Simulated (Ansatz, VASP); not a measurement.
Two plane-wave programs on KCl

File POSCAR:

```
KCl
1.0
    0.0000000000      3.5072828304      3.5072828304
    3.5072828304      0.0000000000      3.5072828304
    3.5072828304      3.5072828304      0.0000000000
K Cl
1 1
Direct
    0.0000000000      0.0000000000      0.0000000000
    0.2500000000      0.2500000000      0.2500000000
```

Contents of INCAR.step1:

```
SYSTEM = KCl
PREC = Accurate
ENCUT = 520
ISMEAR = 1
SIGMA = 0.001
LREAL = .FALSE.
LASPH = .TRUE.
NELM = 80
NBANDS = 15
GGA = PE
ALGO = Normal
EDIFF = 1E-4
LWAVE = .TRUE.
LCHARG = .FALSE.
```

File INCAR.step2:

```
SYSTEM = KCl
PREC = Accurate
ENCUT = 520
EDIFF = 1E-7
ISMEAR = 1
SIGMA = 0.001
LREAL = .FALSE.
LASPH = .TRUE.
NELM = 80
ALGO = Normal
ISIF = 2
LWAVE = .FALSE.
LCHARG = .FALSE.
METAGGA = R2SCAN
LMIXTAU = .TRUE.
NBANDS = 15
ISTART = 1
```

The input KPOINTS:

```
regular mesh
0
G
  4 4 4
  0 0 0
```

Input for Ansatz:

```yaml
crystal:
  lattice:
    - [0.0, 3.5072828304, 3.5072828304]
    - [3.5072828304, 0.0, 3.5072828304]
    - [3.5072828304, 3.5072828304, 0.0]
  atoms:
    - { symbol: K, position: [0.0, 0.0, 0.0] }
    - { symbol: Cl, position: [0.25, 0.25, 0.25] }
kpoints:
  mp_grid: { grid: [4, 4, 4] }
hamiltonian:
  xc: r2scan
scf:
  occupations: { method: cold, width: 0.001 }
  n_extra_bands: 4
output:
  forces: true
  stress: true
  eigenvalues: true
```

Alike in both runs: task single point; functional r2SCAN; k mesh 4 × 4 × 4; no spin polarisation.

```csv
,VASP,Ansatz
version,VASP 6.6.1,Ansatz 0.2.0
potentials or method,"VASP PAW PBE potentials, release 64 (K_sv, Cl)",plane waves
plane-wave cutoff (eV),520,500
occupations,"methfessel-paxton of order 1, width 0.001 eV","cold, width 0.001 eV"
valence electrons in the cell,16,16
```

```csv
,VASP,Ansatz,Ansatz less VASP
gap on the k mesh at the Fermi level (eV),5.35,5.35,-0.002
pressure (GPa),0.0,0.0,+0.02
```

VASP's potentials were made for PBE, not for r2SCAN.
